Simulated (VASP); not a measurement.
## Rh: single point with PBE

The system is Rh.

```
Rh
1.0
     0.04699    1.80057    1.80546
     1.81806   -0.02202    1.87447
     1.80296    1.85447   -0.00691
Rh
1
Direct
  0.00000 0.00000 0.00000
```

This cell differs from its parent crystal: the cell strained at random.

```yaml
Program: VASP 6.6.1
Task: single point
Functional: PBE
Potentials_or_basis: VASP PAW PBE potentials, release 64 (Rh_pv)
Cutoff: 520 eV
k_mesh: 18 × 18 × 18
Occupations: gaussian, width 0.1 eV
Spin: no spin polarisation
Dipole_correction: no
Further_INCAR_settings: ALGO = Fast; EDIFF = 1e-06; NBANDS = 14
```

| Property | Result |
| --- | --- |
| Pressure | 57.4 GPa |
| Band gap on the k mesh | zero (an odd number of electrons rules out a gap without spin polarisation) |

Stress tensor (GPa, compression positive):
```
 63.67  -5.89 -11.26
 -5.89  54.45  11.67
-11.26  11.67  54.15
```

Levels at points of the mesh, in eV from the Fermi level:
```
           k point  band 4  band 5  band 6  band 7  band 8  band 9  band 10  band 11
(0.00, 0.00, 0.00)   -8.91   -4.20   -3.85   -3.26   -1.39   -0.93    15.82    20.16
(0.50, 0.00, 0.00)   -7.30   -4.27   -3.67    0.80    0.94    1.20    10.85    14.97
(0.00, 0.50, 0.00)   -7.25   -4.08   -3.51    0.31    0.37    0.88     9.64    15.64
(0.50, 0.50, 0.00)   -7.62   -7.18    0.58    1.12    1.41    3.25    13.71    13.90
(0.00, 0.00, 0.50)   -7.26   -4.15   -3.48    0.34    0.50    0.96     9.92    15.52
(0.50, 0.00, 0.50)   -7.63   -7.19    0.60    1.13    1.40    3.30    13.56    13.78
(0.00, 0.50, 0.50)   -7.65   -7.24    0.62    1.22    1.35    3.97    12.94    14.55
(0.50, 0.50, 0.50)   -7.27   -4.48   -3.19    0.56    0.57    0.85     9.99    15.44
```

Run time: 4.9 min on 1 thread of Intel(R) Xeon(R) Platinum 8488C (Sapphire Rapids), on a shared host, peak memory 0.52 GiB.

Caveat: the cell differs from its parent crystal (the cell strained at random); the cell stands under pressure.
